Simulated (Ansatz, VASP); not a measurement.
One calculation of PbS, two programs

```xyz
2
Lattice="0.0000 2.9231 2.9231 2.9231 0.0000 2.9231 2.9231 2.9231 0.0000" Properties=species:S:1:pos:R:3 pbc="T T T"
Pb    0.0000    0.0000    0.0000
S     2.9231    2.9231    2.9231
```

Alike in both runs: functional LDA; k mesh 10 × 10 × 10; occupations gaussian, width 0.01 eV; no spin polarisation.

Ansatz relaxed the structure, and its values are those at the end. VASP's run is a single point on that final structure, the one shown.

|  | VASP | Ansatz |
| --- | --- | --- |
| version | VASP 6.6.1 | Ansatz 0.2.0 |
| potentials or method | VASP PAW LDA potentials, release 64 (Pb_d, S), cutoff 520 eV | scalar-relativistic, plane waves, PAW |
| valence electrons in the cell | 20 | 20 |

```csv
,VASP,Ansatz,Ansatz less VASP
gap on the k mesh at the Fermi level (eV),0.04,0.06,+0.026
least direct gap on the mesh (eV),0.04,0.06,+0.026
pressure (GPa),0.1,0.0,-0.07
```

LDA's correlation is that of Perdew and Zunger in VASP and of Perdew and Wang (1992) in Ansatz.

Spin-orbit coupling is off throughout.
